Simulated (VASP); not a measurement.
# SnO2 (Pnnm) in VASP: further runs, part 2 of 2

VASP 6.6.1.

**3. Single point, LDA (strain +0.000 along x and y, -0.015 along z)**

The input, INCAR:

```
PREC = Accurate
ENCUT = 520
EDIFF = 1E-6
ISMEAR = 0
SIGMA = 0.05
LREAL = False
LASPH = True
NELM = 60
ALGO = Normal
ISIF = 2
LWAVE = False
LCHARG = False
NBANDS = 35
```

The input, KPOINTS:

```
Automatic mesh
0
Gamma
  6 6 8
```

The input, POSCAR:

```
SnO2
1.0
    4.7212714761      0.0000000000      0.0000000000
    0.0000000000      4.7242464798      0.0000000000
    0.0000000000      0.0000000000      3.1421691089
Sn O
2 4
Direct
    0.5000000000      0.5000000000      0.5000000000
    0.0000000000      0.0000000000      0.0000000000
    0.3055669685      0.3065721192      0.0000000000
    0.8055669685      0.1934278808      0.5000000000
    0.1944330315      0.8065721192      0.5000000000
    0.6944330315      0.6934278808      0.0000000000
```

Potentials or basis: VASP PAW LDA potentials, release 64 (Sn_d, O).

Launch:

```sh
cat potpaw_LDA.64/Sn_d/POTCAR potpaw_LDA.64/O/POTCAR > POTCAR
mpirun -np 1 vasp_std > vasp.out
```

OUTCAR:

```text
PREC = Accurate
   ENCUT = 520
   EDIFF = 1E-6
   ISMEAR = 0
   LREAL = False
   LASPH = True
   NELM = 60
   ISIF = 2

 ion  position               nearest neighbor table
   1  0.500  0.500  0.500-   3 2.04   6 2.04   3 2.04   6 2.04   5 2.04   4 2.04   2 3.69   2 3.69
                             2 3.69   2 3.69   2 3.69   2 3.69   2 3.69   2 3.69
   2  0.000  0.000  0.000-   4 2.04   5 2.04   4 2.04   5 2.04   3 2.04   6 2.04   1 3.69   1 3.69
                             1 3.69   1 3.69   1 3.69   1 3.69   1 3.69   1 3.69
   3  0.306  0.307  0.000-   1 2.04   1 2.04   2 2.04
   4  0.806  0.193  0.500-   2 2.04   2 2.04   1 2.04
   5  0.194  0.807  0.500-   2 2.04   2 2.04   1 2.04
   6  0.694  0.693  0.000-   1 2.04   1 2.04   2 2.04

  LATTYP: Found a simple orthorhombic cell.
 ALAT       =     3.1421691089
 B/A-ratio  =     1.5025516809
 C/A-ratio  =     1.5034984802

  Lattice vectors:

 A1 = (   0.0000000000,   0.0000000000,   3.1421691089)
 A2 = (   4.7212714761,   0.0000000000,   0.0000000000)
 A3 = (   0.0000000000,   4.7242464798,   0.0000000000)

Analysis of symmetry for initial positions (statically):
=====================================================================
 Subroutine PRICEL returns:
 Original cell was already a primitive cell.

 Routine SETGRP: Setting up the symmetry group for a
 simple orthorhombic supercell.

 Subroutine GETGRP returns: Found  8 space group operations
 (whereof  4 operations were pure point group operations)
 out of a pool of  8 trial point group operations.

The static configuration has the point symmetry C_2h.
 The point group associated with its full space group is D_2h.

Analysis of symmetry for dynamics (positions and initial velocities):
=====================================================================
 Subroutine PRICEL returns:
 Original cell was already a primitive cell.

 Routine SETGRP: Setting up the symmetry group for a
 simple orthorhombic supercell.

 Subroutine GETGRP returns: Found  8 space group operations
 (whereof  4 operations were pure point group operations)
 out of a pool of  8 trial point group operations.

The dynamic configuration has the point symmetry C_2h.
 The point group associated with its full space group is D_2h.

 Subroutine INISYM returns: Found  8 space group operations
 (whereof  4 operations are pure point group operations),
 and found     1 'primitive' translations

----------------------------------------------------------------------------------------

                                     Primitive cell

  volume of cell :      70.0844

  direct lattice vectors                    reciprocal lattice vectors
     4.721271476  0.000000000  0.000000000     0.211807350  0.000000000  0.000000000
     0.000000000  4.724246480  0.000000000     0.000000000  0.211673968  0.000000000
     0.000000000  0.000000000  3.142169109     0.000000000  0.000000000  0.318251490

  length of vectors
     4.721271476  4.724246480  3.142169109     0.211807350  0.211673968  0.318251490

  position of ions in fractional coordinates (direct lattice)
     0.500000000  0.500000000  0.500000000
     0.000000000  0.000000000  0.000000000
     0.305566969  0.306572119  0.000000000
     0.805566969  0.193427881  0.500000000
     0.194433031  0.806572119  0.500000000
[... 31 lines left out ...]

 Subroutine IBZKPT returns following result:
 ===========================================

 Found     80 irreducible k-points:

 Following reciprocal coordinates:
            Coordinates               Weight
  0.000000  0.000000  0.000000      1.000000
  0.166667  0.000000  0.000000      2.000000
  0.333333  0.000000  0.000000      2.000000
  0.500000  0.000000  0.000000      1.000000
  0.000000  0.166667  0.000000      2.000000
  0.166667  0.166667  0.000000      4.000000
[... 16 lines left out ...]
  0.333333  0.166667  0.125000      8.000000
  0.500000  0.166667  0.125000      4.000000
 [... further k-points ...]
   k-points           NKPTS =     80   k-points in BZ     NKDIM =     80   number of bands    NBANDS=     35
   number of dos      NEDOS =    301   number of ions     NIONS =      6
   total plane-waves  NPLWV =  31104
   dimension x,y,z NGX =    36 NGY =   36 NGZ =   24
   dimension x,y,z NGXF=    72 NGYF=   72 NGZF=   48
   ions per type =               2   4
   NGX,Y,Z   is equivalent  to a cutoff of  12.68, 12.67, 12.70 a.u.
   NGXF,Y,Z  is equivalent  to a cutoff of  25.35, 25.34, 25.40 a.u.
 SYSTEM =  unknown system
   PREC   = accura    normal or accurate (medium, high low for compatibility)
   ISTART =      0    job   : 0-new  1-cont  2-samecut
   ICHARG =      2    charge: 1-file 2-atom 10-const
   ISPIN  =      1    spin polarized calculation?
   LNONCOLLINEAR =      F non collinear calculations
   LSORBIT =      F    spin-orbit coupling
   LASPH  =      T    aspherical Exc in radial PAW
   ENCUT  =  520.0 eV  38.22 Ry    6.18 a.u.   8.78  8.78  5.84*2*pi/ulx,y,z
   NELM   =     60;   NELMIN=  2; NELMDL= -5     # of ELM steps
   EDIFF  = 0.1E-05   stopping-criterion for ELM
   LREAL  =      F    real-space projection
[... 7 lines left out ...]
   TEBEG  =    0.0;   TEEND  =   0.0 temperature during run
   PSTRESS=    0.0 pullay stress
   NELECT =      52.0000    total number of electrons
   NUPDOWN=      -1.0000    fix difference up-down
   EMIN   =  10.00;   EMAX   =-10.00  energy-range for DOS
   EFERMI =   0.00;   METHOD = LEGACY
   ISMEAR =     0;   SIGMA  =   0.05  broadening in eV -4-tet -1-fermi 0-gaus
   EFERMI_NEDOS =   21; number of points for ismear=-14 and -15
   IALGO  =     38    algorithm
   IMIX   =      4    mixing-type and parameters
     AMIX     =   0.40;   BMIX     =  1.00
     AMIX_MAG =   1.60;   BMIX_MAG =  1.00
  volume/ion in A,a.u.               =      11.68        78.83
  Fermi-wavevector in a.u.,A,eV,Ry     =   1.482071  2.800708 29.885653  2.196534
  Thomas-Fermi vector in A             =   2.595902
   LORBIT       =      0    0 simple, 1 ext, 2 COOP (PROOUT), +10 PAW based schemes
   GGA     = CA    functional components
   LHFCALC =     F    Hartree Fock is set to
   AEXX    =    0.0000 exact exchange contribution
   IVDW    =     0    specifies the selected vdW correction
   LEPSILON=     F    determine dielectric tensor
   LRPA    =     F    only Hartree local field effects (RPA)
 non-spin polarized calculation
 Gauss-broadening in eV      SIGMA  =   0.05
  energy-cutoff  :      520.00
  volume of cell :       70.08
 maximum number of plane-waves:      1915
 NGX is ok and might be reduce to    36
   NGX = 17   NGY = 17   NGZ = 11

 number of electron      51.9999976 magnetization

 Free energy of the ion-electron system (eV)
  ---------------------------------------------------
  ext. energy  EPLUGINS =         0.00000000
  ---------------------------------------------------
  free energy    TOTEN  =       -42.24497483 eV

  energy without entropy =      -42.24497483  energy(sigma->0) =      -42.24497483

 E-fermi :   6.4180     XC(G=0): -11.9042

 val. band max:        6.1113279381   @ k =   0.0000   0.0000   0.0000
 cond. band min:       7.5355660737   @ k =   0.0000   0.0000   0.0000
 fundamental gap:      1.4242381356
 Fermi energy:         6.4180262216

 k-point     1 :       0.0000    0.0000    0.0000
  band No.  band energies     occupation
      1     -14.9487      2.00000
      2     -14.1698      2.00000
      3     -13.8209      2.00000
      4     -13.8015      2.00000
      5     -13.8014      2.00000
      6     -13.6957      2.00000
[... 901 lines left out ...]
     34      18.2412      0.00000
     35      18.6123      0.00000

 [... further k-points ...]

------------------------ aborting loop because EDIFF is reached ----------------------------------------

  FORCE on cell =-STRESS in cart. coord.  units (eV):
  Direction    XX          YY          ZZ          XY          YZ          ZX
  --------------------------------------------------------------------------------------
  -------------------------------------------------------------------------------------
  Total        1.5219685      1.5163173      3.8170589      0.0000000      0.0000000      0.0000000
  in kB       34.7932648     34.6640734     87.2606357      0.0000000      0.0000000      0.0000000
  external PRESSURE =      52.2393247 kB  Pullay stress =       0.0000000 kB

 VOLUME and BASIS-vectors are now :
 -----------------------------------------------------------------------------
  energy-cutoff  :      520.00
  volume of cell :       70.08
      direct lattice vectors                 reciprocal lattice vectors
     4.721271476  0.000000000  0.000000000     0.211807350  0.000000000  0.000000000
     0.000000000  4.724246480  0.000000000     0.000000000  0.211673968  0.000000000
     0.000000000  0.000000000  3.142169109     0.000000000  0.000000000  0.318251490

 POSITION                                       TOTAL-FORCE (eV/Angst)
 -----------------------------------------------------------------------------------
      2.36064      2.36212      1.57108        -0.000000      0.000000      0.000000
      0.00000      0.00000      0.00000        -0.000000      0.000000      0.000000
      1.44266      1.44832      0.00000        -0.106968     -0.107996     -0.000000
      3.80330      0.91380      1.57108        -0.106968      0.107996     -0.000000
      0.91797      3.81045      1.57108         0.106968     -0.107996      0.000000
      3.27861      3.27592      0.00000         0.106968      0.107996      0.000000
 -----------------------------------------------------------------------------------
    total drift:                                0.000000      0.000000      0.000000

  FREE ENERGIE OF THE ION-ELECTRON SYSTEM (eV)
  ---------------------------------------------------
  free  energy   TOTEN  =       -42.2449748314 eV

  energy  without entropy=      -42.2449748314  energy(sigma->0) =      -42.24497483
```

OSZICAR:

```text
N       E                     dE             d eps       ncg     rms          rms(c)
DAV:   1     0.631383711352E+03    0.63138E+03   -0.25602E+04  6240   0.234E+03
DAV:   2     0.517014716976E+02   -0.57968E+03   -0.54630E+03  5992   0.610E+02
DAV:   3    -0.434501183819E+02   -0.95152E+02   -0.93442E+02  6057   0.208E+02
DAV:   4    -0.483395275092E+02   -0.48894E+01   -0.48505E+01  7129   0.504E+01
DAV:   5    -0.484663504873E+02   -0.12682E+00   -0.12663E+00  7085   0.859E+00    0.161E+01
DAV:   6    -0.423066479046E+02    0.61597E+01   -0.16858E+01  8933   0.643E+01    0.655E+00
DAV:   7    -0.423380484150E+02   -0.31401E-01   -0.19882E+00  6542   0.791E+00    0.323E+00
DAV:   8    -0.422593594747E+02    0.78689E-01   -0.20241E-01  8707   0.438E+00    0.734E-01
DAV:   9    -0.422448635853E+02    0.14496E-01   -0.32309E-02  9100   0.311E+00    0.131E-01
DAV:  10    -0.422449576254E+02   -0.94040E-04   -0.31572E-03  7048   0.431E-01    0.520E-02
DAV:  11    -0.422449747721E+02   -0.17147E-04   -0.14095E-04  8905   0.119E-01    0.208E-02
DAV:  12    -0.422449773422E+02   -0.25702E-05   -0.13764E-05  6957   0.286E-02    0.126E-02
DAV:  13    -0.422449747654E+02    0.25768E-05   -0.82845E-06  6945   0.446E-02    0.127E-03
DAV:  14    -0.422449748314E+02   -0.66026E-07   -0.79806E-07  3650   0.787E-03
   1 F= -.42244975E+02 E0= -.42244975E+02  d E =-.447137E-20
```

stdout:

```text
POSCAR found type information on POSCAR SnO
 POSCAR found :  2 types and       6 ions
 scaLAPACK will be used
 LDA part: xc-table for (Slater(with rela. corr.)+CA(PZ))
 , standard interpolation
 POSCAR, INCAR and KPOINTS ok, starting setup
 FFT: planning ... GRIDC
 FFT: planning ... GRID_SOFT
 FFT: planning ... GRID
 WAVECAR not read
 entering main loop
```

Run time: 2.2 min. Hardware: 1 thread of Intel Xeon 6455B, shared host; peak memory 0.26 GiB.

Results:

| Item | Value |
| --- | --- |
| Free energy | -42.2450 eV |
| Pressure | 5.2 GPa |
| Largest force | 0.152 eV/Å |
| Band gap on the k mesh | 1.42 eV |

Forces on the atoms (eV/Å):
```
Sn   0.000  0.000  0.000
Sn   0.000  0.000  0.000
O   -0.107 -0.108  0.000
O   -0.107  0.108  0.000
O    0.107 -0.108  0.000
O    0.107  0.108  0.000
```

Caveat: the cell differs from its parent crystal (strain +0.000 along x and y, -0.015 along z); the cell stands under pressure; spin-orbit coupling is left out, which moves the levels of the heavy elements.

**4. Single point, LDA (strain +0.000 along x and y, +0.030 along z)**

The input, INCAR:

```
SYSTEM = SnO2
PREC = Accurate
ENCUT = 910
EDIFF = 1E-6
ISMEAR = 0
SIGMA = 0.05
LREAL = .False.
LASPH = .True.
NELM = 120
ALGO = Normal
ISIF = 2
LWAVE = .False.
LCHARG = .True.
GGA = CA
LELF = .True.
LVHAR = .True.
NBANDS = 35
GGA_COMPAT = .False.
```

The input, KPOINTS:

```
Automatic mesh
0
Gamma
  6 6 8
  0 0 0
```

Edit POSCAR of step 3 so:

```diff
@@ -4,3 +4,3 @@
     0.0000000000      4.7242464798      0.0000000000
-    0.0000000000      0.0000000000      3.1421691089
+    0.0000000000      0.0000000000      3.2857199819
 Sn O
```

Potentials or basis: VASP PAW LDA potentials, release 64 (Sn_d, O_h).

Launch:

```sh
cat potpaw_LDA.64/Sn_d/POTCAR potpaw_LDA.64/O_h/POTCAR > POTCAR
mpirun -np 1 vasp_std > vasp.out
```

Wall time 3.6 min (1 thread of Intel Xeon 6975P-C (Granite Rapids), shared host); peak memory 0.46 GiB.

It converged, with:

| Property | Result |
| --- | --- |
| Free energy | -42.2563 eV |
| Pressure | -6.3 GPa |
| Largest force | 0.156 eV/Å |
| Band gap on the k mesh | 0.77 eV |

Forces in eV/Å, atoms in the order of the input:
```
Sn   0.000  0.000  0.000
Sn   0.000  0.000  0.000
O    0.112  0.109  0.000
O    0.112 -0.109  0.000
O   -0.112  0.109  0.000
O   -0.112 -0.109  0.000
```

Stress tensor (GPa, compression positive):
```
 -3.84   0.00   0.00
  0.00  -3.85   0.00
  0.00   0.00 -11.18
```

Levels at points of the mesh, in eV from the valence-band top:
| k point | band 24 | band 25 | band 26 | band 27 | band 28 | band 29 |
| --- | --- | --- | --- | --- | --- | --- |
| (0.00, 0.00, 0.00) | -0.74 | -0.74 | 0.00 | 0.77 | 5.45 | 5.73 |
| (0.50, 0.00, 0.00) | -1.29 | -0.60 | -0.60 | 4.02 | 4.02 | 6.47 |
| (0.00, 0.50, 0.00) | -1.29 | -0.60 | -0.60 | 4.03 | 4.03 | 6.49 |
| (0.50, 0.50, 0.00) | -1.43 | -0.82 | -0.82 | 4.34 | 4.34 | 7.00 |
| (0.00, 0.00, 0.50) | -1.66 | -1.22 | -1.22 | 5.69 | 5.69 | 9.40 |
| (0.50, 0.00, 0.50) | -1.05 | -0.68 | -0.68 | 6.00 | 6.00 | 7.81 |
| (0.00, 0.50, 0.50) | -1.06 | -0.67 | -0.67 | 6.00 | 6.00 | 7.80 |
| (0.50, 0.50, 0.50) | -0.92 | -0.76 | -0.76 | 4.45 | 4.45 | 8.53 |

Caveat: the cell differs from its parent crystal (strain +0.000 along x and y, +0.030 along z); the cutoff is under 1.25 times the usual one of these potentials, so pressure, stress and relaxed cells hold a basis-set (Pulay) error; the cell stands under tension; spin-orbit coupling is left out, which moves the levels of the heavy elements.

**5. The runs side by side**

```tsv
potentials or basis	cell	cutoff (eV)	gap on the mesh (eV)	pressure (GPa)	largest force (eV/Å)
VASP PAW LDA potentials, release 64 (Sn_d, O)	a = 4.650, b = 4.653, c = 3.190 Å, 6 atoms	520	1.52	7.6	0.04
VASP PAW LDA potentials, release 64 (Sn_d, O)	a = 4.721, b = 4.724, c = 3.142 Å, 6 atoms	520	1.42	5.2	0.15
VASP PAW LDA potentials, release 64 (Sn_d, O_h)	a = 4.721, b = 4.724, c = 3.286 Å, 6 atoms	910	0.77	-6.3	0.16
```

Alike in all rows: task single point; level LDA; no spin polarisation; k mesh 6 × 6 × 8; smearing gaussian 0.05 eV.

Caveats: spin-orbit coupling is left out, which moves the levels of the heavy elements; the cell stands under pressure (at least some runs); the cutoff is under 1.25 times the usual one of these potentials, so pressure, stress and relaxed cells hold a basis-set (Pulay) error (at least some runs); the cell stands under tension (at least some runs).

Absolute energies hang on the potentials; compare differences alone.
